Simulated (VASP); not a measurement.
Wanted: the native input for a VASP 6.6.1 run.

- Task: single point
- Functional: PBEsol
- Potentials or basis: VASP PAW PBE potentials, release 64 (Ni)
- Cutoff: 520 eV
- k mesh: 9 × 9 × 13
- Occupations: fermi-dirac, width 0.1 eV
- Spin: collinear spin, ferromagnetic start
- Starting moments: [1.0, 1.0, 1.0] μB
- Dipole correction: no
- Further INCAR settings: ALGO = Normal; EDIFF = 1e-06; NBANDS = 26

The structure of Ni lies in POSCAR:

```
Ni
1.0
    3.9439349971      0.0000000000      0.0000000000
   -1.9719674986      3.4155478984      0.0000000000
    0.0000000000      0.0000000000      2.3868895408
Ni
3
Direct
    0.0000000000      0.0000000000      0.0000000000
    0.3333333333      0.6666666667      0.5000000000
    0.6666666667      0.3333333333      0.5000000000
```

This isn't the form of Ni at room conditions, which is fcc.

One way to write it, as run:

INCAR

```
SYSTEM = Ni
PREC = Accurate ; ENCUT = 520
EDIFF = 1E-6 ; ISMEAR = -1
SIGMA = 0.1 ; LREAL = .False.
LASPH = .True. ; NELM = 150
ALGO = Normal ; ISIF = 2
LWAVE = .False. ; LCHARG = .False.
ISPIN = 2 ; MAGMOM = 1 1 1
LORBIT = 11 ; LMAXMIX = 4
GGA = PS ; NBANDS = 26
```

KPOINTS

```
Automatic mesh
0
Gamma
  9 9 13
  0 0 0
```

Potentials or basis: VASP PAW PBE potentials, release 64 (Ni).

The run is started by

```bash
$ cat potpaw_PBE.64/Ni/POTCAR > POTCAR
$ mpirun -np 1 vasp_std > vasp.out
```

Results of the run:

```yaml
Pressure: -2.3 GPa
Net_moment: 1.79 μB per cell
Site_moments: Ni +0.58, +0.61 (each value once) μB
Valence_electrons_inside_the_program's_atomic_spheres: Ni 9.30, 9.39 (each value once)
```

Caveat: the PAW data sets were made with another functional, which shifts forces and pressure a little.

Wall time 59 s on 1 thread of Intel(R) Xeon(R) 6975P-C (Granite Rapids), on a shared host, peak memory 0.22 GiB.
